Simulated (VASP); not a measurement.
# ZnCu4 in VASP: single point with PBE

Aim: the single point of ZnCu4 with PBE.

Program: VASP 6.6.1. These are calculated values, not measurements. Logs are shortened: lines on timing, memory, paths and dates and some standing lists are left out, and cuts for length are marked.

## (1) The cell of the first run

The cell holds a slab with vacuum, 5 atoms: a = 2.559 Å, b = 2.559 Å, c = 24.442 Å, α = 90.00°, β = 90.00°, γ = 120.00°.

## (2) Single point, PBE

INCAR reads:

```
SYSTEM = ZnCu4
PREC = Accurate ; ENCUT = 520
EDIFF = 1E-6 ; ISMEAR = -1
SIGMA = 0.08 ; LREAL = .False.
LASPH = .True. ; NELM = 80
ALGO = Normal ; ISIF = 2
LWAVE = .False. ; LCHARG = .False.
LDIPOL = .True. ; IDIPOL = 3
DIPOL = 0.5 0.5 0.500 ; GGA = PE
NBANDS = 36
```

KPOINTS reads:

```
Automatic mesh
0
Gamma
  15 15 1
  0 0 0
```

POSCAR reads:

```
ZnCu4
1.0
    2.5589948731      0.0000000000      0.0000000000
   -1.2794974366      2.2161545683      0.0000000000
    0.0000000000      0.0000000000     24.4423000000
Cu Zn
4 1
Direct
    0.0000000000      0.0000000000      0.3284312764
    0.3333333333      0.6666666667      0.4138366519
    0.3333333333      0.6666666667      0.5861633472
    0.0000000000      0.0000000000      0.6715687292
    0.0000000000      0.0000000000      0.4999999951
```

Potentials or basis: VASP PAW PBE potentials, release 64 (Cu, Zn).

Launch:

```sh
cat potpaw_PBE.64/Cu/POTCAR potpaw_PBE.64/Zn/POTCAR > POTCAR
mpirun -np 1 vasp_std > vasp.out
```

OUTCAR:

```text
SYSTEM = ZnCu4
   PREC = Accurate
   ENCUT = 520
   EDIFF = 1E-6
   ISMEAR = -1
   LREAL = .False.
   LASPH = .True.
   NELM = 80
   ISIF = 2
   GGA = PE

 ion  position               nearest neighbor table
   1  0.000  0.000  0.328-   2 2.56   2 2.56   2 2.56
   2  0.333  0.667  0.414-   1 2.56   1 2.56   1 2.56   5 2.57   5 2.57   5 2.57
   3  0.333  0.667  0.586-   4 2.56   4 2.56   4 2.56   5 2.57   5 2.57   5 2.57
   4  0.000  0.000  0.672-   3 2.56   3 2.56   3 2.56
   5  0.000  0.000  0.500-   2 2.57   2 2.57   2 2.57   3 2.57   3 2.57   3 2.57

  LATTYP: Found a hexagonal cell.
 ALAT       =     2.5589948731
 C/A-ratio  =     9.5515236302

  Lattice vectors:

 A1 = (   2.5589948731,   0.0000000000,   0.0000000000)
 A2 = (  -1.2794974366,   2.2161545683,   0.0000000000)
 A3 = (   0.0000000000,   0.0000000000,  24.4423000000)

Analysis of symmetry for initial positions (statically):
=====================================================================
 Subroutine PRICEL returns:
 Original cell was already a primitive cell.

 Routine SETGRP: Setting up the symmetry group for a
 hexagonal supercell.

 Subroutine GETGRP returns: Found 12 space group operations
 (whereof 12 operations were pure point group operations)
 out of a pool of 24 trial point group operations.

The static configuration has the point symmetry D_3h.

Analysis of symmetry for dynamics (positions and initial velocities):
=====================================================================
 Subroutine PRICEL returns:
 Original cell was already a primitive cell.

 Routine SETGRP: Setting up the symmetry group for a
 hexagonal supercell.

 Subroutine GETGRP returns: Found 12 space group operations
 (whereof 12 operations were pure point group operations)
 out of a pool of 24 trial point group operations.

The dynamic configuration has the point symmetry D_3h.

 Subroutine INISYM returns: Found 12 space group operations
 (whereof 12 operations are pure point group operations),
 and found     1 'primitive' translations

----------------------------------------------------------------------------------------

                                     Primitive cell

  volume of cell :     138.6154

  direct lattice vectors                    reciprocal lattice vectors
     2.558994873  0.000000000  0.000000000     0.390778430  0.225616032  0.000000000
    -1.279497437  2.216154568  0.000000000     0.000000000  0.451232064  0.000000000
     0.000000000  0.000000000 24.442300000     0.000000000  0.000000000  0.040912680

  length of vectors
     2.558994873  2.558994873 24.442300000     0.451232064  0.451232064  0.040912680

  position of ions in fractional coordinates (direct lattice)
     0.000000000  0.000000000  0.328431276
     0.333333333  0.666666667  0.413836652
     0.333333333  0.666666667  0.586163347
     0.000000000  0.000000000  0.671568729
     0.000000000  0.000000000  0.499999995

  ion indices of the primitive-cell ions
   primitive index   ion index
                 1           1
                 2           2
                 3           3
                 4           4
                 5           5

----------------------------------------------------------------------------------------

 KPOINTS: Automatic mesh

Automatic generation of k-mesh.
 Grid dimensions read from file:
 generate k-points for:   15   15    1

 Generating k-lattice:

  Cartesian coordinates                     Fractional coordinates (reciprocal lattice)
     0.026051895  0.015041069  0.000000000     0.066666667  0.000000000  0.000000000
     0.000000000  0.030082138  0.000000000     0.000000000  0.066666667  0.000000000
     0.000000000  0.000000000  0.040912680     0.000000000  0.000000000  1.000000000

  Length of vectors
     0.030082138  0.030082138  0.040912680

  Shift w.r.t. Gamma in fractional coordinates (k-lattice)
     0.000000000  0.000000000  0.000000000

 Subroutine IBZKPT returns following result:
 ===========================================

 Found     27 irreducible k-points:

 Following reciprocal coordinates:
            Coordinates               Weight
  0.000000  0.000000  0.000000      1.000000
  0.066667  0.000000  0.000000      6.000000
  0.133333  0.000000  0.000000      6.000000
  0.200000  0.000000  0.000000      6.000000
  0.266667  0.000000  0.000000      6.000000
  0.333333  0.000000  0.000000      6.000000
[... 16 lines left out ...]
  0.333333  0.200000  0.000000     12.000000
  0.400000  0.200000  0.000000      6.000000
 [... further k-points ...]
   k-points           NKPTS =     27   k-points in BZ     NKDIM =     27   number of bands    NBANDS=     36
   number of dos      NEDOS =    301   number of ions     NIONS =      5
   total plane-waves  NPLWV =  76800
   dimension x,y,z NGX =    20 NGY =   20 NGZ =  192
   dimension x,y,z NGXF=    40 NGYF=   40 NGZF=  384
   ions per type =               4   1
   NGX,Y,Z   is equivalent  to a cutoff of  12.99, 12.99, 13.06 a.u.
   NGXF,Y,Z  is equivalent  to a cutoff of  25.99, 25.99, 26.12 a.u.
 SYSTEM =  ZnCu4
   PREC   = accura    normal or accurate (medium, high low for compatibility)
   ISTART =      0    job   : 0-new  1-cont  2-samecut
   ICHARG =      2    charge: 1-file 2-atom 10-const
   ISPIN  =      1    spin polarized calculation?
   LNONCOLLINEAR =      F non collinear calculations
   LSORBIT =      F    spin-orbit coupling
   LASPH  =      T    aspherical Exc in radial PAW
   ENCUT  =  520.0 eV  38.22 Ry    6.18 a.u.   4.76  4.76 45.45*2*pi/ulx,y,z
   NELM   =     80;   NELMIN=  2; NELMDL= -5     # of ELM steps
   EDIFF  = 0.1E-05   stopping-criterion for ELM
   LREAL  =      F    real-space projection
   EDIFFG = 0.1E-04   stopping-criterion for IOM
   NSW    =      0    number of steps for IOM
   IBRION =     -1    ionic relax: 0-MD 1-quasi-New 2-CG
   NFREE  =      0    steps in history (QN), initial steepest desc. (CG)
   ISIF   =      2    stress and relaxation
   ISYM   =      2    0-nonsym 1-usesym 2-fastsym
   POTIM  = 0.5000    time-step for ionic-motion
   TEBEG  =    0.0;   TEEND  =   0.0 temperature during run
   PSTRESS=    0.0 pullay stress
   NELECT =      56.0000    total number of electrons
   NUPDOWN=      -1.0000    fix difference up-down
   EMIN   =  10.00;   EMAX   =-10.00  energy-range for DOS
   EFERMI =   0.00;   METHOD = LEGACY
   ISMEAR =    -1;   SIGMA  =   0.08  broadening in eV -4-tet -1-fermi 0-gaus
   EFERMI_NEDOS =   21; number of points for ismear=-14 and -15
   IALGO  =     38    algorithm
   IMIX   =      4    mixing-type and parameters
     AMIX     =   0.40;   BMIX     =  1.00
     AMIX_MAG =   1.60;   BMIX_MAG =  1.00
  volume/ion in A,a.u.               =      27.72       187.08
  Fermi-wavevector in a.u.,A,eV,Ry     =   1.210227  2.286998 19.927779  1.464650
  Thomas-Fermi vector in A             =   2.345781
   LORBIT       =      0    0 simple, 1 ext, 2 COOP (PROOUT), +10 PAW based schemes
   GGA     = PE    functional components
   LHFCALC =     F    Hartree Fock is set to
   AEXX    =    0.0000 exact exchange contribution
   IVDW    =     0    specifies the selected vdW correction
   LEPSILON=     F    determine dielectric tensor
   LRPA    =     F    only Hartree local field effects (RPA)
 non-spin polarized calculation
  energy-cutoff  :      520.00
  volume of cell :      138.62
 maximum number of plane-waves:      3763
 NGX is ok and might be reduce to    20
   NGX =  9   NGY =  9   NGZ = 91

 number of electron      55.9999983 magnetization

 dipolmoment           0.000000      0.000000      0.000000 electrons x Angstroem

 Free energy of the ion-electron system (eV)
  ---------------------------------------------------
  ext. energy  EPLUGINS =         0.00000000
  ---------------------------------------------------
  free energy    TOTEN  =       -15.11803811 eV

  energy without entropy =      -15.08031626  energy(sigma->0) =      -15.09917719

 E-fermi :   0.3047     XC(G=0):  -6.2166

 val. band max:        0.2919958694   @ k =   0.1333   0.0667   0.0000
 cond. band min:       0.3840217539   @ k =   0.3333   0.2667   0.0000
 fundamental gap:      0.0920258845
 Fermi energy:         0.3046849661

 k-point     1 :       0.0000    0.0000    0.0000
  band No.  band energies     occupation
      1     -10.2287      2.00000
      2      -8.2268      2.00000
      3      -8.0987      2.00000
      4      -7.5655      2.00000
      5      -7.5655      2.00000
      6      -6.9714      2.00000
[... 28 lines left out ...]
     35       6.2570      0.00000
     36       6.8379      0.00000

 k-point     2 :       0.0667    0.0000    0.0000
  band No.  band energies     occupation
      1     -10.0868      2.00000
      2      -8.1687      2.00000
      3      -7.9880      2.00000
      4      -7.5881      2.00000
      5      -7.5280      2.00000
      6      -7.0003      2.00000
[... 28 lines left out ...]
     35       6.3971      0.00000
     36       6.9606      0.00000

 k-point     3 :       0.1333    0.0000    0.0000
  band No.  band energies     occupation
      1      -9.6712      2.00000
      2      -8.0235      2.00000
      3      -7.7428      2.00000
      4      -7.6392      2.00000
      5      -7.4204      2.00000
      6      -7.0008      2.00000
[... 28 lines left out ...]
     35       6.8155      0.00000
     36       7.3290      0.00000

 k-point     4 :       0.2000    0.0000    0.0000
  band No.  band energies     occupation
      1      -9.0350      2.00000
      2      -7.8701      2.00000
      3      -7.6695      2.00000
      4      -7.6390      2.00000
      5      -7.2581      2.00000
      6      -7.0328      2.00000
[... 28 lines left out ...]
     35       7.5065      0.00000
     36       7.9439      0.00000

 k-point     5 :       0.2667    0.0000    0.0000
  band No.  band energies     occupation
      1      -8.4649      2.00000
      2      -7.7718      2.00000
      3      -7.6716      2.00000
      4      -7.3912      2.00000
      5      -7.0696      2.00000
      6      -7.0657      2.00000
[... 655 lines left out ...]
 k-point    22 :       0.2667    0.2000    0.0000
  band No.  band energies     occupation
      1      -7.9808      2.00000
      2      -7.8724      2.00000
      3      -7.4765      2.00000
      4      -7.3058      2.00000
      5      -7.2837      2.00000
      6      -4.9036      2.00000
[... 28 lines left out ...]
     35       8.0159      0.00000
     36       8.7814      0.00000

 k-point    23 :       0.3333    0.2000    0.0000
  band No.  band energies     occupation
      1      -8.0456      2.00000
      2      -7.8882      2.00000
      3      -7.3716      2.00000
      4      -7.3462      2.00000
      5      -7.1997      2.00000
      6      -4.1140      2.00000
[... 28 lines left out ...]
     35       7.2286      0.00000
     36       8.1194      0.00000

 k-point    24 :       0.4000    0.2000    0.0000
  band No.  band energies     occupation
      1      -8.0694      2.00000
      2      -7.8917      2.00000
      3      -7.3967      2.00000
      4      -7.3029      2.00000
      5      -7.1699      2.00000
      6      -3.9528      2.00000
[... 28 lines left out ...]
     35       7.0242      0.00000
     36       8.0576      0.00000

 [... further k-points ...]

------------------------ aborting loop because EDIFF is reached ----------------------------------------

 vacuum level on the upper side and lower side of the slab       (xc-potential included)        -0.133        -0.133

  FORCE on cell =-STRESS in cart. coord.  units (eV):
  Direction    XX          YY          ZZ          XY          YZ          ZX
  --------------------------------------------------------------------------------------
  -------------------------------------------------------------------------------------
  Total        1.3624081      1.3624081      1.0972818     -0.0000000     -0.0000000      0.0000000
  in kB       15.7473059     15.7473059     12.6828613     -0.0000000     -0.0000000      0.0000000
  external PRESSURE =      14.7258244 kB  Pullay stress =       0.0000000 kB

 VOLUME and BASIS-vectors are now :
 -----------------------------------------------------------------------------
  energy-cutoff  :      520.00
  volume of cell :      138.62
      direct lattice vectors                 reciprocal lattice vectors
     2.558994873  0.000000000  0.000000000     0.390778430  0.225616032  0.000000000
    -1.279497437  2.216154568  0.000000000     0.000000000  0.451232064  0.000000000
     0.000000000  0.000000000 24.442300000     0.000000000  0.000000000  0.040912680

 POSITION                                       TOTAL-FORCE (eV/Angst)
 -----------------------------------------------------------------------------------
      0.00000      0.00000      8.02762        -0.000000      0.000000      0.013505
     -0.00000      1.47744     10.11512         0.000000     -0.000000     -0.292677
     -0.00000      1.47744     14.32718         0.000000     -0.000000      0.292677
      0.00000      0.00000     16.41468        -0.000000      0.000000     -0.013505
      0.00000      0.00000     12.22115        -0.000000      0.000000      0.000000
 -----------------------------------------------------------------------------------
    total drift:                                0.000004     -0.000002      0.000008

  FREE ENERGIE OF THE ION-ELECTRON SYSTEM (eV)
  ---------------------------------------------------
  free  energy   TOTEN  =       -15.1180381080 eV

  energy  without entropy=      -15.0803162621  energy(sigma->0) =      -15.09917719

 vacuum level on the upper side and lower side of the slab         5.033         5.033
```

It took 1.8 min on 1 thread of Intel Xeon 6975P-C (Granite Rapids), shared host; peak memory 0.32 GiB.

What came out:

- Free energy: -15.1180 eV
- Largest force: 0.293 eV/Å
- Band gap on the k mesh: zero (bands 28 and 29 overlap by 3.85 eV)

Forces on the atoms (eV/Å):
```
Cu   0.000  0.000  0.014
Cu   0.000  0.000 -0.293
Cu   0.000  0.000  0.293
Cu   0.000  0.000 -0.014
Zn   0.000  0.000  0.000
```

Levels at points of the mesh, in eV from the Fermi level:
```
           k point  band 26  band 27  band 28  band 29  band 30  band 31
(0.00, 0.00, 0.00)    -1.71    -1.71    -1.71    -1.71    -1.19    -0.56
```

The gap in the log of VASP goes by the Fermi energy; the results here count the filled bands.